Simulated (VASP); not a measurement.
Here is a VASP 6.6.1 calculation.

File INCAR:

```
PREC = Accurate
ENCUT = 520
EDIFF = 1E-6
ISMEAR = -1
SIGMA = 0.05
LREAL = F
LASPH = T
NELM = 60
ALGO = Normal
ISIF = 2
LWAVE = F
LCHARG = T
GGA = PE
LELF = T
LVHAR = T
NBANDS = 11
```

KPOINTS

```
Automatic mesh
0
Gamma
  16 16 16
```

POSCAR

```
Si
1.0
   -2.2327825000      2.3636200000      1.2755875000
    2.2455325000     -2.3508700000      1.2744125000
    2.2564675000      2.3733800000     -1.2519025000
Si
2
Direct
    0.8070000000      0.5570000000      0.2500000000
    0.1930000000      0.4430000000      0.7500000000
```

Potentials or basis: VASP PAW PBE potentials, release 64 (Si).

Launch:

```sh
$ cat potpaw_PBE.64/Si/POTCAR > POTCAR
$ mpirun -np 1 vasp_std > vasp.out
```

Question: Estimate the band gap on the k mesh.

Answer: Zero (bands 4 and 5 overlap by 7.46 eV).

Question: Predict the largest force.

Answer: 0.037 eV/Å.

Question: What does it give for the pressure?

Answer: 15.7 GPa.

Stress tensor (GPa, compression positive):
```
14.62 -0.79 -0.48
-0.79 17.49 -0.75
-0.48 -0.75 14.89
```

Caveat: the cell differs from its parent crystal (equal xy, yz and zx shear strains of +1 %); the cell stands under pressure.
